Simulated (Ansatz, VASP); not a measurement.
# One calculation of Hf2Pd2Se2Br2O3, two programs

Contents of INCAR:

```
PREC = Accurate
ENCUT = 520
EDIFF = 1E-6
ISMEAR = -1
SIGMA = 0.05
LREAL = F
LASPH = T
NELM = 80
ALGO = Normal
ISIF = 2
LWAVE = F
LCHARG = F
GGA = RP
NBANDS = 53
```

Contents of KPOINTS:

```
Automatic mesh
0
Gamma
  6 6 2
```

Contents of POSCAR:

```
Hf2Pd2Se2Br2O3
1.0
    7.5866600000     -1.7097100000     -1.1757600000
    7.5866600000      1.7097100000     -1.1757600000
   -2.0244600000      0.0000000000     13.0515500000
Hf Pd Se Br O
2 2 2 2 3
Direct
    0.9451400000      0.9451400000      0.0614400000
    0.6062800000      0.6062800000      0.2830900000
    0.1792000000      0.1792000000      0.5096400000
    0.3228600000      0.3228600000      0.7430700000
    0.9223200000      0.9223200000      0.8456600000
    0.7899100000      0.7899100000      0.5880000000
    0.5864500000      0.5864500000      0.0452000000
    0.2460400000      0.2460400000      0.2865100000
    0.5970100000      0.5970100000      0.4212700000
    0.3855400000      0.3855400000      0.0730200000
    0.0309400000      0.0309400000      0.2216900000
```

The input input.yaml:

```yaml
crystal:
  lattice:
    - [7.58666, -1.70971, -1.17576]
    - [7.58666, 1.70971, -1.17576]
    - [-2.02446, 0.0, 13.05155]
  atoms:
    - { symbol: Hf, position: [0.94514, 0.94514, 0.06144] }
    - { symbol: Hf, position: [0.60628, 0.60628, 0.28309] }
    - { symbol: Pd, position: [0.1792, 0.1792, 0.50964] }
    - { symbol: Pd, position: [0.32286, 0.32286, 0.74307] }
    - { symbol: Se, position: [0.92232, 0.92232, 0.84566] }
    - { symbol: Se, position: [0.78991, 0.78991, 0.588] }
    - { symbol: Br, position: [0.58645, 0.58645, 0.0452] }
    - { symbol: Br, position: [0.24604, 0.24604, 0.28651] }
    - { symbol: O, position: [0.59701, 0.59701, 0.42127] }
    - { symbol: O, position: [0.38554, 0.38554, 0.07302] }
    - { symbol: O, position: [0.03094, 0.03094, 0.22169] }
kpoints:
  mp_grid: { grid: [6, 6, 2] }
  band_path:
    path:
      - [0.0, 0.0, 0.0]
      - [0.5, 0.5, -1.0]
      - [0.3682145576, 0.3682145576, -1.1708748028]
      - [0.5, 0.5, -0.5]
      - [0.7411549895, 0.2588450105, -0.5]
    npoints: 12
scf:
  occupations: { method: fermi_dirac, width: 0.05 }
hamiltonian:
  xc: rpbe
  pseudopotentials: { kind: all_electron, lapw: { basis_error: 0.002 } }
output:
  forces: true
  stress: true
  eigenvalues: true
```

Alike in both runs: functional RPBE; k mesh 6 × 6 × 2; occupations fermi-dirac, width 0.05 eV; no spin polarisation.

```csv
,VASP,Ansatz
version,VASP 6.6.1,Ansatz 0.2.0
potentials or method,"VASP PAW PBE potentials, release 64 (Hf_pv, Pd, Se, Br, O), cutoff 520 eV","all-electron LAPW, scalar-relativistic"
task,single point,band structure
```

VASP gave:

| Item | Value |
| --- | --- |
| gap on the k mesh at the Fermi level (eV) | 0.67 |
| least direct gap on the mesh (eV) | 0.67 |
| pressure (GPa) | 1.2 |
| traceless stress, the component that is largest in VASP (GPa) | -0.46 |
| rms of the force components (eV/Å) | 0.075 |

Question: Which values does Ansatz return?

Answer: gap on the k mesh at the Fermi level (eV): 0.68; least direct gap on the mesh (eV): 0.69; pressure (GPa): 1.6; traceless stress, the component that is largest in VASP (GPa): -0.52; rms of the force components (eV/Å): 0.095.

VASP's potentials were made for PBE, not for RPBE. Atom by atom the forces differ by 0.044 eV/Å (rms over components). Ansatz ran all-electron here, and VASP with PAW potentials.

Neither program's run includes spin-orbit coupling.
